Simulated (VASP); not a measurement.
# Ru (Cmcm) in VASP: single point with PBEsol

Aim: the single point of Ru with PBEsol.

Everything below comes from runs of VASP 6.6.1. Logs are shortened: lines on timing, memory, paths and dates and some standing lists are left out, and cuts for length are marked.

## Step 1: The cell of the first run

Symmetry: Cmcm, No. 63, orthorhombic system. Conventional cell: a = 2.706 Å, b = 4.687 Å, c = 4.282 Å, α = 90.00°, β = 90.00°, γ = 90.00°. Within 3.4 Å of Ru (site symmetry m2m) lie 12 Ru at 2.59 to 2.71 Å.

## Step 2: Single point, PBEsol (atom 1 (Ru) moved by (+0.100, +0.000) A along y and z)

Contents of INCAR:

```
PREC = Accurate ; ENCUT = 520
EDIFF = 1E-6 ; ISMEAR = 0
SIGMA = 0.15 ; LREAL = F
LASPH = T ; NELM = 80
ALGO = Fast ; ISIF = 2
LWAVE = F ; LCHARG = F
GGA = PS ; NBANDS = 21
```

Contents of KPOINTS:

```
regular mesh
0
Gamma
  24 24 12
```

Contents of POSCAR:

```
Ru
1.0
    2.7057993342      0.0000000000      0.0000000000
   -1.3528996671      2.3432909610      0.0000000000
    0.0000000000      0.0000000000      4.2819000000
Ru
2
Direct
    0.3546708458      0.7093416915      0.2500000000
    0.6666666667      0.3333333333      0.7500000000
```

Potentials or basis: VASP PAW PBE potentials, release 64 (Ru_pv).

Started as:

```console
$ cat potpaw_PBE.64/Ru_pv/POTCAR > POTCAR
$ mpirun -np 1 vasp_std > vasp.out
```

OUTCAR:

```text
PREC = Accurate
   ENCUT = 520
   EDIFF = 1E-6
   ISMEAR = 0
   LREAL = F
   LASPH = T
   NELM = 80
   ISIF = 2
   GGA = PS

 ion  position               nearest neighbor table
   1  0.355  0.709  0.250-   2 2.59   2 2.59   2 2.68   2 2.68   2 2.68   2 2.68
   2  0.667  0.333  0.750-   1 2.59   1 2.59   1 2.68   1 2.68   1 2.68   1 2.68

  LATTYP: Found a hexagonal cell.
 ALAT       =     2.7057993342
 C/A-ratio  =     1.5824898565

  Lattice vectors:

 A1 = (   2.7057993342,   0.0000000000,   0.0000000000)
 A2 = (  -1.3528996671,   2.3432909610,   0.0000000000)
 A3 = (   0.0000000000,   0.0000000000,   4.2819000000)

Analysis of symmetry for initial positions (statically):
=====================================================================
 Subroutine PRICEL returns:
 Original cell was already a primitive cell.

 Routine SETGRP: Setting up the symmetry group for a
 hexagonal supercell.

 Subroutine GETGRP returns: Found  8 space group operations
 (whereof  2 operations were pure point group operations)
 out of a pool of 24 trial point group operations.

The static configuration has the point symmetry C_1h.
 The point group associated with its full space group is D_2h.

Analysis of symmetry for dynamics (positions and initial velocities):
=====================================================================
 Subroutine PRICEL returns:
 Original cell was already a primitive cell.

 Routine SETGRP: Setting up the symmetry group for a
 hexagonal supercell.

 Subroutine GETGRP returns: Found  8 space group operations
 (whereof  2 operations were pure point group operations)
 out of a pool of 24 trial point group operations.

The dynamic configuration has the point symmetry C_1h.
 The point group associated with its full space group is D_2h.

 Subroutine INISYM returns: Found  8 space group operations
 (whereof  2 operations are pure point group operations),
 and found     1 'primitive' translations

----------------------------------------------------------------------------------------

                                     Primitive cell

  volume of cell :      27.1493

  direct lattice vectors                    reciprocal lattice vectors
     2.705799334  0.000000000  0.000000000     0.369576556  0.213375124  0.000000000
    -1.352899667  2.343290961  0.000000000     0.000000000  0.426750249  0.000000000
     0.000000000  0.000000000  4.281900000     0.000000000  0.000000000  0.233541185

  length of vectors
     2.705799334  2.705799334  4.281900000     0.426750249  0.426750249  0.233541185

  position of ions in fractional coordinates (direct lattice)
     0.354670846  0.709341692  0.250000000
     0.666666667  0.333333333  0.750000000

  ion indices of the primitive-cell ions
   primitive index   ion index
                 1           1
                 2           2

----------------------------------------------------------------------------------------

 KPOINTS: regular mesh

Automatic generation of k-mesh.
 Grid dimensions read from file:
 generate k-points for:   24   24   12

 Generating k-lattice:

  Cartesian coordinates                     Fractional coordinates (reciprocal lattice)
     0.015399023  0.008890630  0.000000000     0.041666667  0.000000000  0.000000000
     0.000000000  0.017781260  0.000000000     0.000000000  0.041666667  0.000000000
     0.000000000  0.000000000  0.019461765     0.000000000  0.000000000  0.083333333

  Length of vectors
     0.017781260  0.017781260  0.019461765

  Shift w.r.t. Gamma in fractional coordinates (k-lattice)
     0.000000000  0.000000000  0.000000000

 Subroutine IBZKPT returns following result:
 ===========================================

 Found   1099 irreducible k-points:

 Following reciprocal coordinates:
            Coordinates               Weight
  0.000000  0.000000  0.000000      1.000000
  0.041667  0.000000  0.000000      4.000000
  0.000000  0.041667  0.000000      2.000000
  0.083333  0.000000  0.000000      4.000000
  0.000000  0.083333  0.000000      2.000000
  0.125000  0.000000  0.000000      4.000000
[... 16 lines left out ...]
  0.000000  0.458333  0.000000      2.000000
  0.500000  0.000000  0.000000      2.000000
 [... further k-points ...]
   k-points           NKPTS =   1099   k-points in BZ     NKDIM =   1099   number of bands    NBANDS=     21
   number of dos      NEDOS =    301   number of ions     NIONS =      2
   total plane-waves  NPLWV =  12800
   dimension x,y,z NGX =    20 NGY =   20 NGZ =   32
   dimension x,y,z NGXF=    40 NGYF=   40 NGZF=   64
   ions per type =               2
   NGX,Y,Z   is equivalent  to a cutoff of  12.29, 12.29, 12.42 a.u.
   NGXF,Y,Z  is equivalent  to a cutoff of  24.58, 24.58, 24.85 a.u.
 SYSTEM =  unknown system
   PREC   = accura    normal or accurate (medium, high low for compatibility)
   ISTART =      0    job   : 0-new  1-cont  2-samecut
   ICHARG =      2    charge: 1-file 2-atom 10-const
   ISPIN  =      1    spin polarized calculation?
   LNONCOLLINEAR =      F non collinear calculations
   LSORBIT =      F    spin-orbit coupling
   LASPH  =      T    aspherical Exc in radial PAW
   ENCUT  =  520.0 eV  38.22 Ry    6.18 a.u.   5.03  5.03  7.96*2*pi/ulx,y,z
   NELM   =     80;   NELMIN=  2; NELMDL= -5     # of ELM steps
   EDIFF  = 0.1E-05   stopping-criterion for ELM
   LREAL  =      F    real-space projection
   EDIFFG = 0.1E-04   stopping-criterion for IOM
   NSW    =      0    number of steps for IOM
   IBRION =     -1    ionic relax: 0-MD 1-quasi-New 2-CG
   NFREE  =      0    steps in history (QN), initial steepest desc. (CG)
   ISIF   =      2    stress and relaxation
   ISYM   =      2    0-nonsym 1-usesym 2-fastsym
   POTIM  = 0.5000    time-step for ionic-motion
   TEBEG  =    0.0;   TEEND  =   0.0 temperature during run
   PSTRESS=    0.0 pullay stress
   NELECT =      28.0000    total number of electrons
   NUPDOWN=      -1.0000    fix difference up-down
   EMIN   =  10.00;   EMAX   =-10.00  energy-range for DOS
   EFERMI =   0.00;   METHOD = LEGACY
   ISMEAR =     0;   SIGMA  =   0.15  broadening in eV -4-tet -1-fermi 0-gaus
   EFERMI_NEDOS =   21; number of points for ismear=-14 and -15
   IALGO  =     68    algorithm
   IMIX   =      4    mixing-type and parameters
     AMIX     =   0.40;   BMIX     =  1.00
     AMIX_MAG =   1.60;   BMIX_MAG =  1.00
  volume/ion in A,a.u.               =      13.57        91.61
  Fermi-wavevector in a.u.,A,eV,Ry     =   1.654022  3.125649 37.222686  2.735790
  Thomas-Fermi vector in A             =   2.742361
   LORBIT       =      0    0 simple, 1 ext, 2 COOP (PROOUT), +10 PAW based schemes
   GGA     = PS    functional components
   LHFCALC =     F    Hartree Fock is set to
   AEXX    =    0.0000 exact exchange contribution
   IVDW    =     0    specifies the selected vdW correction
   LEPSILON=     F    determine dielectric tensor
   LRPA    =     F    only Hartree local field effects (RPA)
 non-spin polarized calculation
 RMM-DIIS sequential band-by-band and
 Gauss-broadening in eV      SIGMA  =   0.15
  energy-cutoff  :      520.00
  volume of cell :       27.15
 maximum number of plane-waves:       756
   NGX =  9   NGY =  9   NGZ = 15

 number of electron      28.0000005 magnetization

 Free energy of the ion-electron system (eV)
  ---------------------------------------------------
  ext. energy  EPLUGINS =         0.00000000
  ---------------------------------------------------
  free energy    TOTEN  =       -20.30486611 eV

  energy without entropy =      -20.28451447  energy(sigma->0) =      -20.29469029

 E-fermi :  12.7212     XC(G=0): -14.2810

 val. band max:       12.7209589974   @ k =   0.0000   0.3333   0.2500
 cond. band min:      12.7227734767   @ k =   0.4167   0.1250   0.4167
 fundamental gap:      0.0018144793
 Fermi energy:        12.7212179524

 k-point     1 :       0.0000    0.0000    0.0000
  band No.  band energies     occupation
      1     -30.9080      2.00000
      2     -29.9936      2.00000
      3     -29.9227      2.00000
      4     -29.7966      2.00000
      5     -29.7823      2.00000
      6     -29.7439      2.00000
[... 13 lines left out ...]
     20      22.9834      0.00000
     21      23.0974      0.00000

 k-point     2 :       0.0417    0.0000    0.0000
  band No.  band energies     occupation
      1     -30.9022      2.00000
      2     -30.0000      2.00000
      3     -29.9337      2.00000
      4     -29.8081      2.00000
      5     -29.7859      2.00000
      6     -29.7464      2.00000
[... 13 lines left out ...]
     20      22.9832      0.00000
     21      23.0923      0.00000

 k-point     3 :       0.0000    0.0417    0.0000
  band No.  band energies     occupation
      1     -30.9015      2.00000
      2     -30.0061      2.00000
      3     -29.9277      2.00000
      4     -29.7977      2.00000
      5     -29.7961      2.00000
      6     -29.7472      2.00000
[... 13 lines left out ...]
     20      22.9833      0.00000
     21      23.0919      0.00000

 k-point     4 :       0.0833    0.0000    0.0000
  band No.  band energies     occupation
      1     -30.8853      2.00000
      2     -30.0215      2.00000
      3     -29.9626      2.00000
      4     -29.8452      2.00000
      5     -29.7929      2.00000
      6     -29.7538      2.00000
[... 13 lines left out ...]
     20      22.9832      0.00000
     21      23.0777      0.00000

 k-point     5 :       0.0000    0.0833    0.0000
  band No.  band energies     occupation
      1     -30.8825      2.00000
      2     -30.0427      2.00000
      3     -29.9421      2.00000
      4     -29.8364      2.00000
      5     -29.8013      2.00000
      6     -29.7569      2.00000
[... 13 lines left out ...]
     20      22.9832      0.00000
     21      23.0765      0.00000
[... 382 lines left out ...]
     20      24.2918      0.00000
     21      26.2495      0.00000

 k-point    22 :       0.4583   -0.0000    0.0000
  band No.  band energies     occupation
      1     -30.6949      2.00000
      2     -30.4972      2.00000
      3     -30.4827      2.00000
      4     -30.1958      2.00000
      5     -29.9795      2.00000
      6     -29.9110      2.00000
[... 13 lines left out ...]
     20      24.0902      0.00000
     21      25.8902      0.00000

 k-point    23 :       0.0000    0.4583    0.0000
  band No.  band energies     occupation
      1     -30.7051      2.00000
      2     -30.5313      2.00000
      3     -30.3451      2.00000
      4     -30.1670      2.00000
      5     -30.1219      2.00000
      6     -29.8997      2.00000
[... 13 lines left out ...]
     20      24.9792      0.00000
     21      25.7890      0.00000

 k-point    24 :       0.5000    0.0000    0.0000
  band No.  band energies     occupation
      1     -30.7078      2.00000
      2     -30.5086      2.00000
      3     -30.4713      2.00000
      4     -30.1995      2.00000
      5     -29.9876      2.00000
      6     -29.9132      2.00000
[... 13 lines left out ...]
     20      24.2774      0.00000
     21      25.7338      0.00000

 [... further k-points ...]
[... 5 lines left out ...]
  --------------------------------------------------------------------------------------
  -------------------------------------------------------------------------------------
  Total       -1.1808868     -0.7019919     -1.0676321      0.0000000      0.0000000      0.0000000
  in kB      -69.6884040    -41.4270858    -63.0048345      0.0000000      0.0000000      0.0000000
  external PRESSURE =     -58.0401081 kB  Pullay stress =       0.0000000 kB

 VOLUME and BASIS-vectors are now :
 -----------------------------------------------------------------------------
  energy-cutoff  :      520.00
  volume of cell :       27.15
      direct lattice vectors                 reciprocal lattice vectors
     2.705799334  0.000000000  0.000000000     0.369576556  0.213375124  0.000000000
    -1.352899667  2.343290961  0.000000000     0.000000000  0.426750249  0.000000000
     0.000000000  0.000000000  4.281900000     0.000000000  0.000000000  0.233541185

 POSITION                                       TOTAL-FORCE (eV/Angst)
 -----------------------------------------------------------------------------------
      0.00000      1.66219      1.07048        -0.000000     -0.690662      0.000000
      1.35290      0.78110      3.21143         0.000000      0.690662     -0.000000
 -----------------------------------------------------------------------------------
    total drift:                                0.000000      0.000017     -0.000000

  FREE ENERGIE OF THE ION-ELECTRON SYSTEM (eV)
  ---------------------------------------------------
  free  energy   TOTEN  =       -20.3048661061 eV

  energy  without entropy=      -20.2845144739  energy(sigma->0) =      -20.29469029
```

Run time: 7.3 min. Hardware: 1 thread of Intel Xeon Platinum 8259CL at 2.50GHz (Skylake/Cascade Lake), shared host; peak memory 0.55 GiB.

Results:

- Free energy: -20.3049 eV
- Pressure: -5.8 GPa
- Largest force: 0.691 eV/Å
- Band gap on the k mesh: zero (bands 14 and 15 overlap by 3.18 eV)

Forces on the atoms (eV/Å):
```
Ru   0.000 -0.691  0.000
Ru   0.000  0.691  0.000
```

Stress tensor (GPa, compression positive):
```
-6.97  0.00  0.00
 0.00 -4.14  0.00
 0.00  0.00 -6.30
```

Levels at points of the mesh, in eV from the Fermi level:
| k point | band 11 | band 12 | band 13 | band 14 | band 15 | band 16 | band 17 | band 18 |
| --- | --- | --- | --- | --- | --- | --- | --- | --- |
| (0.00, 0.00, 0.00) | -2.55 | -2.04 | -1.76 | -1.68 | -1.09 | 0.83 | 1.22 | 1.49 |
| (0.50, 0.00, 0.00) | -1.89 | -1.72 | -1.57 | 1.47 | 1.79 | 1.89 | 3.88 | 6.22 |
| (0.00, 0.50, 0.00) | -2.53 | -2.10 | -1.58 | 1.34 | 1.84 | 1.92 | 4.36 | 5.76 |
| (0.00, 0.00, 0.50) | -2.81 | -2.81 | -2.68 | -2.68 | 0.41 | 0.41 | 0.64 | 0.64 |
| (0.50, 0.00, 0.50) | -1.07 | -1.07 | 0.26 | 0.26 | 1.69 | 1.69 | 3.53 | 3.53 |
| (0.00, 0.50, 0.50) | -1.04 | -1.04 | 0.78 | 0.78 | 1.66 | 1.66 | 3.00 | 3.00 |

Caveat: the cell differs from its parent crystal (atom 1 (Ru) moved by (+0.100, +0.000) A along y and z); the cell stands under tension; the PAW data sets were made with another functional, which shifts forces and pressure a little.
